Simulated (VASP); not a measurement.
Input of a VASP 6.6.1 run:

Contents of INCAR:

```
ALGO = Normal
EDIFF = 1E-7
ENCUT = 520
GGA = PS
ISIF = 2
ISMEAR = 0
LASPH = True
LCHARG = True
LELF = True
LREAL = False
LVHAR = True
LWAVE = False
NBANDS = 26
NELM = 80
PREC = Accurate
SIGMA = 0.1
```

The input KPOINTS:

```
k-points
0
Gamma
  12 12 10
```

Contents of POSCAR:

```
InAs
1.0
    3.0740117880      3.0740117880      0.0000000000
   -3.0740117880      3.0740117880      0.0000000000
    0.0000000000      0.0000000000      6.0176355285
In As
2 2
Direct
    0.5000000000      0.0000000000      0.2500000000
    0.0000000000      0.5000000000      0.7500000000
    0.0000000000      0.0000000000      0.0000000000
    0.5000000000      0.5000000000      0.5000000000
```

Potentials or basis: VASP PAW PBE potentials, release 64 (In_d, As).

The run is started by

```sh
$ cat potpaw_PBE.64/In_d/POTCAR potpaw_PBE.64/As/POTCAR > POTCAR
$ mpirun -np 1 vasp_std > vasp.out
```

(1) Estimate the pressure.

Results:

(1) -0.4 GPa.

Caveat: the cell differs from its parent crystal (biaxial strain in the a-b plane: +1.0 %, then relaxed in part); the PAW data sets were made with another functional, which shifts forces and pressure a little.
